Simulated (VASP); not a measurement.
# Cu4Sn (Pm-3m) in VASP: further runs

Cu4Sn is run at these levels: PBE; tasks: single point, relaxation of cell and atoms.

Program: VASP 6.6.1. These are calculated values, not measurements. Logs are shortened: lines on timing, memory, paths and dates and some standing lists are left out, and cuts for length are marked.

**1. The cell of the first run**

The structure is cubic, space group Pm-3m (No. 221). The conventional cell has a = 4.809 Å, b = 4.809 Å, c = 4.809 Å, α = 90.00°, β = 90.00°, γ = 90.00°. Cu (site symmetry 4/mmm) has 2 Sn at 2.40 Å within 3.2 Å. Within 4.5 Å of Cu (site symmetry m-3m) lie 12 Cu at 3.40 Å and 8 Sn at 4.16 Å. Within 3.2 Å of Sn (site symmetry m-3m) lie 6 Cu at 2.40 Å.

**2. Single point, PBE**

INCAR reads:

```
PREC = Accurate ; ENCUT = 520
EDIFF = 1E-6 ; ISMEAR = 0
SIGMA = 0.1 ; LREAL = F
LASPH = T ; NELM = 100
ALGO = Normal ; ISIF = 2
LWAVE = F ; LCHARG = T
GGA = PE ; LELF = T
LVHAR = T ; NBANDS = 37
```

KPOINTS reads:

```
regular mesh
0
Gamma
  8 8 8
```

POSCAR reads:

```
Cu4Sn
1.0
    4.8092639701      0.0000000000      0.0000000000
    0.0000000000      4.8092639701      0.0000000000
    0.0000000000      0.0000000000      4.8092639701
Cu Sn
4 1
Direct
    0.0000000000      0.5000000000      0.5000000000
    0.5000000000      0.5000000000      0.0000000000
    0.5000000000      0.0000000000      0.5000000000
    0.0000000000      0.0000000000      0.0000000000
    0.5000000000      0.5000000000      0.5000000000
```

Potentials or basis: VASP PAW PBE potentials, release 64 (Cu, Sn_d).

Started as:

```console
cat potpaw_PBE.64/Cu/POTCAR potpaw_PBE.64/Sn_d/POTCAR > POTCAR
mpirun -np 1 vasp_std > vasp.out
```

OUTCAR:

```text
PREC = Accurate
   ENCUT = 520
   EDIFF = 1E-6
   ISMEAR = 0
   LREAL = F
   LASPH = T
   NELM = 100
   ISIF = 2
   GGA = PE

 ion  position               nearest neighbor table
   1  0.000  0.500  0.500-   5 2.40   5 2.40
   2  0.500  0.500  0.000-   5 2.40   5 2.40
   3  0.500  0.000  0.500-   5 2.40   5 2.40
   4  0.000  0.000  0.000-
   5  0.500  0.500  0.500-   1 2.40   2 2.40   3 2.40   2 2.40   3 2.40   1 2.40

  LATTYP: Found a simple cubic cell.
 ALAT       =     4.8092639701

  Lattice vectors:

 A1 = (   4.8092639701,   0.0000000000,   0.0000000000)
 A2 = (   0.0000000000,   4.8092639701,   0.0000000000)
 A3 = (   0.0000000000,   0.0000000000,   4.8092639701)

Analysis of symmetry for initial positions (statically):
=====================================================================
 Subroutine PRICEL returns:
 Original cell was already a primitive cell.

 Routine SETGRP: Setting up the symmetry group for a
 simple cubic supercell.

 Subroutine GETGRP returns: Found 48 space group operations
 (whereof 48 operations were pure point group operations)
 out of a pool of 48 trial point group operations.

The static configuration has the point symmetry O_h .

Analysis of symmetry for dynamics (positions and initial velocities):
=====================================================================
 Subroutine PRICEL returns:
 Original cell was already a primitive cell.

 Routine SETGRP: Setting up the symmetry group for a
 simple cubic supercell.

 Subroutine GETGRP returns: Found 48 space group operations
 (whereof 48 operations were pure point group operations)
 out of a pool of 48 trial point group operations.

The dynamic configuration has the point symmetry O_h .

 Subroutine INISYM returns: Found 48 space group operations
 (whereof 48 operations are pure point group operations),
 and found     1 'primitive' translations

----------------------------------------------------------------------------------------

                                     Primitive cell

  volume of cell :     111.2336

  direct lattice vectors                    reciprocal lattice vectors
     4.809263970  0.000000000  0.000000000     0.207932026  0.000000000  0.000000000
[... 91 lines left out ...]
   NELM   =    100;   NELMIN=  2; NELMDL= -5     # of ELM steps
   EDIFF  = 0.1E-05   stopping-criterion for ELM
   LREAL  =      F    real-space projection
   EDIFFG = 0.1E-04   stopping-criterion for IOM
   NSW    =      0    number of steps for IOM
   IBRION =     -1    ionic relax: 0-MD 1-quasi-New 2-CG
   NFREE  =      0    steps in history (QN), initial steepest desc. (CG)
   ISIF   =      2    stress and relaxation
   ISYM   =      2    0-nonsym 1-usesym 2-fastsym
   POTIM  = 0.5000    time-step for ionic-motion
   TEBEG  =    0.0;   TEEND  =   0.0 temperature during run
   PSTRESS=    0.0 pullay stress
   NELECT =      58.0000    total number of electrons
   NUPDOWN=      -1.0000    fix difference up-down
   EMIN   =  10.00;   EMAX   =-10.00  energy-range for DOS
   EFERMI =   0.00;   METHOD = LEGACY
   ISMEAR =     0;   SIGMA  =   0.10  broadening in eV -4-tet -1-fermi 0-gaus
   EFERMI_NEDOS =   21; number of points for ismear=-14 and -15
   IALGO  =     38    algorithm
   IMIX   =      4    mixing-type and parameters
     AMIX     =   0.40;   BMIX     =  1.00
     AMIX_MAG =   1.60;   BMIX_MAG =  1.00
  volume/ion in A,a.u.               =      22.25       150.13
  Fermi-wavevector in a.u.,A,eV,Ry     =   1.317667  2.490029 23.623052  1.736245
  Thomas-Fermi vector in A             =   2.447691
   LORBIT       =      0    0 simple, 1 ext, 2 COOP (PROOUT), +10 PAW based schemes
   GGA     = PE    functional components
   LHFCALC =     F    Hartree Fock is set to
   AEXX    =    0.0000 exact exchange contribution
   IVDW    =     0    specifies the selected vdW correction
   LEPSILON=     F    determine dielectric tensor
   LRPA    =     F    only Hartree local field effects (RPA)
 non-spin polarized calculation
 Gauss-broadening in eV      SIGMA  =   0.10
  energy-cutoff  :      520.00
  volume of cell :      111.23
 maximum number of plane-waves:      3022
 NGX is ok and might be reduce to    36
   NGX = 17   NGY = 17   NGZ = 17

 number of electron      58.0000089 magnetization

 Free energy of the ion-electron system (eV)
  ---------------------------------------------------
  ext. energy  EPLUGINS =         0.00000000
  ---------------------------------------------------
  free energy    TOTEN  =       -13.79235034 eV

  energy without entropy =      -13.78413114  energy(sigma->0) =      -13.78824074

 E-fermi :   3.5035     XC(G=0):  -9.6298

 val. band max:        3.4670640570   @ k =   0.3750   0.3750   0.1250
 cond. band min:       3.5182507542   @ k =   0.5000   0.0000   0.0000
 fundamental gap:      0.0511866972
 Fermi energy:         3.5035165367

 k-point     1 :       0.0000    0.0000    0.0000
  band No.  band energies     occupation
      1     -17.4456      2.00000
      2     -17.4456      2.00000
      3     -17.2776      2.00000
      4     -17.2776      2.00000
      5     -17.2776      2.00000
      6      -5.5869      2.00000
[... 949 lines left out ...]
     36       9.9320      0.00000
     37      10.7042      0.00000

 [... further k-points ...]

------------------------ aborting loop because EDIFF is reached ----------------------------------------

  FORCE on cell =-STRESS in cart. coord.  units (eV):
  Direction    XX          YY          ZZ          XY          YZ          ZX
  --------------------------------------------------------------------------------------
  -------------------------------------------------------------------------------------
  Total        0.0348968      0.0348968      0.0348968     -0.0000000     -0.0000000      0.0000000
  in kB        0.5026445      0.5026445      0.5026445     -0.0000000     -0.0000000      0.0000000
  external PRESSURE =       0.5026445 kB  Pullay stress =       0.0000000 kB

 VOLUME and BASIS-vectors are now :
 -----------------------------------------------------------------------------
  energy-cutoff  :      520.00
  volume of cell :      111.23
      direct lattice vectors                 reciprocal lattice vectors
     4.809263970  0.000000000  0.000000000     0.207932026  0.000000000  0.000000000
     0.000000000  4.809263970  0.000000000     0.000000000  0.207932026  0.000000000
     0.000000000  0.000000000  4.809263970     0.000000000  0.000000000  0.207932026

 POSITION                                       TOTAL-FORCE (eV/Angst)
 -----------------------------------------------------------------------------------
      0.00000      2.40463      2.40463         0.000000      0.000000      0.000000
      2.40463      2.40463      0.00000         0.000000      0.000000      0.000000
      2.40463      0.00000      2.40463         0.000000      0.000000      0.000000
      0.00000      0.00000      0.00000         0.000000      0.000000      0.000000
      2.40463      2.40463      2.40463         0.000000      0.000000      0.000000
 -----------------------------------------------------------------------------------
    total drift:                                0.000000      0.000000      0.000000

  FREE ENERGIE OF THE ION-ELECTRON SYSTEM (eV)
  ---------------------------------------------------
  free  energy   TOTEN  =       -13.7923503411 eV

  energy  without entropy=      -13.7841311446  energy(sigma->0) =      -13.78824074
```

OSZICAR:

```text
N       E                     dE             d eps       ncg     rms          rms(c)
DAV:   1     0.521766908050E+03    0.52177E+03   -0.26394E+04  2598   0.236E+03
DAV:   2     0.513922941542E+02   -0.47037E+03   -0.45941E+03  2590   0.493E+02
DAV:   3    -0.133152100983E+02   -0.64708E+02   -0.62354E+02  2818   0.205E+02
DAV:   4    -0.160826913281E+02   -0.27675E+01   -0.27513E+01  3175   0.520E+01
DAV:   5    -0.161862117192E+02   -0.10352E+00   -0.10351E+00  3844   0.776E+00    0.122E+01
DAV:   6    -0.157945963957E+02    0.39162E+00   -0.37918E+01  3082   0.968E+01    0.926E+00
DAV:   7    -0.138157867244E+02    0.19788E+01   -0.88665E+00  3021   0.494E+01    0.212E+00
DAV:   8    -0.138262427024E+02   -0.10456E-01   -0.78612E-01  3596   0.133E+01    0.150E+00
DAV:   9    -0.138039921326E+02    0.22251E-01   -0.18992E-01  3738   0.788E+00    0.885E-01
DAV:  10    -0.137924366604E+02    0.11555E-01   -0.56662E-02  3377   0.407E+00    0.147E-01
DAV:  11    -0.137923897737E+02    0.46887E-04   -0.40433E-03  3708   0.637E-01    0.896E-02
DAV:  12    -0.137923656958E+02    0.24078E-04   -0.75510E-04  3458   0.335E-01    0.323E-02
DAV:  13    -0.137923535045E+02    0.12191E-04   -0.37716E-05  3806   0.594E-02    0.146E-02
DAV:  14    -0.137923499290E+02    0.35755E-05   -0.28687E-05  3285   0.845E-02    0.377E-03
DAV:  15    -0.137923503411E+02   -0.41209E-06   -0.26329E-06  2355   0.196E-02
   1 F= -.13792350E+02 E0= -.13788241E+02  d E =-.821920E-02
```

stdout:

```text
POSCAR found type information on POSCAR CuSn
 POSCAR found :  2 types and       5 ions
 scaLAPACK will be used
 LDA part: xc-table for (Slater+PW92), standard interpolation
 POSCAR, INCAR and KPOINTS ok, starting setup
 FFT: planning ... GRIDC
 FFT: planning ... GRID_SOFT
 FFT: planning ... GRID
 WAVECAR not read
 entering main loop
```

Wall time 1.9 min (1 thread of AMD EPYC 7R13 (Zen 3), shared host); peak memory 0.23 GiB.

Results:

```
Free energy            : -13.7924 eV
Pressure               : 0.1 GPa
Band gap on the k mesh : zero (band 29 reaches 3.76 eV, above the bottom of band 30 at 3.19 eV)
```

Caveat: spin-orbit coupling is left out, which moves the levels of the heavy elements.

**3. Relaxation of cell and atoms, PBE**

This run uses another cell than the first one, of 22.01 Å³/atom, 0.990 times its volume.

INCAR reads:

```
SYSTEM = Cu4Sn
  PREC = Accurate
  ENCUT = 600
  EDIFF = 1E-7
  ISMEAR = 0
  SIGMA = 0.1
  LREAL = .FALSE.
  LASPH = .TRUE.
  NELM = 100
  ALGO = Normal
  ISIF = 3
  LWAVE = .FALSE.
  LCHARG = .FALSE.
  GGA = PE
  IBRION = 2
  NSW = 100
  EDIFFG = -0.01
```

KPOINTS reads:

```
Automatic mesh
0
G
  8 8 8
  0 0 0
```

POSCAR: that of step 2 with these lines changed.

```diff
@@ -2,5 +2,5 @@
 1.0
-    4.8092639701      0.0000000000      0.0000000000
-    0.0000000000      4.8092639701      0.0000000000
-    0.0000000000      0.0000000000      4.8092639701
+    4.7923848261      0.0000000000      0.0000000000
+    0.0000000000      4.7923848261      0.0000000000
+    0.0000000000      0.0000000000      4.7923848261
 Cu Sn
```

Potentials or basis: VASP PAW PBE potentials, release 64 (Cu, Sn_d).

Started as:

```console
cat potpaw_PBE.64/Cu/POTCAR potpaw_PBE.64/Sn_d/POTCAR > POTCAR
mpirun -np 1 vasp_std > vasp.out
```

Wall time 5.2 min (1 thread of AMD EPYC 7R13 (Zen 3), shared host); peak memory 0.3 GiB.

Results (log left out):

| Quantity | Value |
| --- | --- |
| Free energy | -13.7926 eV |
| Relaxed volume | 22.33 Å³/atom |
| Relaxed cell | a = 4.816 Å, b = 4.816 Å, c = 4.816 Å, α = 90.00°, β = 90.00°, γ = 90.00° |
| Space group after relaxing (to 0.05 Å) | Pm-3m (No. 221) |
| Energy gained by relaxing | 0.7 meV/atom |
| Ionic steps | 2 |
| Pressure after relaxing | 0.0 GPa |
| Band gap on the k mesh | zero (band 29 reaches 3.73 eV, above the bottom of band 30 at 3.16 eV) |

Step by step:
```tsv
step	energy change (eV)	largest force (eV/Å)	pressure (GPa)	volume (Å³)
1	0.0000	0.0000	0.73	110.07
2	-0.0036	0.0000	0.01	111.67
```

Final structure:
```
Cu Sn
1.0
     4.81553    0.00000    0.00000
     0.00000    4.81553    0.00000
     0.00000    0.00000    4.81553
Cu Sn
4 1
Direct
  0.00000 0.50000 0.50000
  0.50000 0.50000 0.00000
  0.50000 0.00000 0.50000
  0.00000 0.00000 0.00000
  0.50000 0.50000 0.50000
```

Levels at points of the mesh, in eV from the Fermi level:
```
           k point  band 27  band 28  band 29  band 30  band 31  band 32
(0.00, 0.00, 0.00)    -1.20    -1.20    -1.20     0.64     1.69     1.69
(0.50, 0.00, 0.00)    -1.20     0.02     0.02     1.54     1.93     1.96
(0.50, 0.50, 0.00)    -1.27    -1.23    -0.82     0.77     2.57     4.32
(0.50, 0.50, 0.50)    -0.55    -0.55    -0.55     0.26     0.26     0.26
```

Caveat: spin-orbit coupling is left out, which moves the levels of the heavy elements.

**4. Single point, PBE**

This run uses another cell than the first one, of 22.01 Å³/atom, 0.990 times its volume.

INCAR reads:

```
SYSTEM = Cu4Sn
PREC = Accurate
ENCUT = 520
EDIFF = 1E-6
ISMEAR = 0
SIGMA = 0.1
LREAL = .False.
LASPH = .True.
NELM = 100
ALGO = Normal
ISIF = 2
LWAVE = .False.
LCHARG = .True.
GGA = PE
LELF = .True.
LVHAR = .True.
NBANDS = 37
```

KPOINTS reads:

```
Automatic mesh
0
Gamma
  4 4 4
  0 0 0
```

POSCAR is that of step 3.

Started as:

```console
cat potpaw_PBE.64/Cu/POTCAR potpaw_PBE.64/Sn_d/POTCAR > POTCAR
mpirun -np 1 vasp_std > vasp.out
```

It used 34 s of CPU time on 1 thread of AMD EPYC 7R13 Processor (Zen 3), with other jobs on the host.

It converged, with:

- Free energy: -13.7403 eV
- Pressure: 0.4 GPa
- Band gap on the k mesh: zero (band 29 reaches 3.85 eV, above the bottom of band 30 at 3.28 eV)

Levels at points of the mesh, in eV from the Fermi level:
| k point | band 27 | band 28 | band 29 | band 30 | band 31 | band 32 |
| --- | --- | --- | --- | --- | --- | --- |
| (0.00, 0.00, 0.00) | -1.43 | -1.43 | -1.43 | 0.44 | 1.50 | 1.50 |
| (0.50, 0.00, 0.00) | -1.44 | -0.20 | -0.20 | 1.35 | 1.75 | 1.77 |
| (0.50, 0.50, 0.00) | -1.51 | -1.46 | -1.06 | 0.56 | 2.40 | 4.12 |
| (0.50, 0.50, 0.50) | -0.77 | -0.77 | -0.77 | -0.01 | -0.01 | -0.01 |

Caveat: spin-orbit coupling is left out, which moves the levels of the heavy elements.

**5. Summary**

```csv
task,cell,k mesh,cutoff (eV),gap on the mesh (eV),pressure (GPa)
single point,"a = 4.809 Å, 5 atoms",8 × 8 × 8,520,none,0.1
relaxation of cell and atoms,"relaxed from a = 4.792 Å, 5 atoms",8 × 8 × 8,600,none,0.0
single point,"a = 4.792 Å, 5 atoms",4 × 4 × 4,520,none,0.4
```

Alike in all rows: level PBE; potentials or basis VASP PAW PBE potentials, release 64 (Cu, Sn_d); no spin polarisation; smearing gaussian 0.1 eV.

Caveats: spin-orbit coupling is left out, which moves the levels of the heavy elements.

Absolute energies hang on the potentials; compare differences alone.
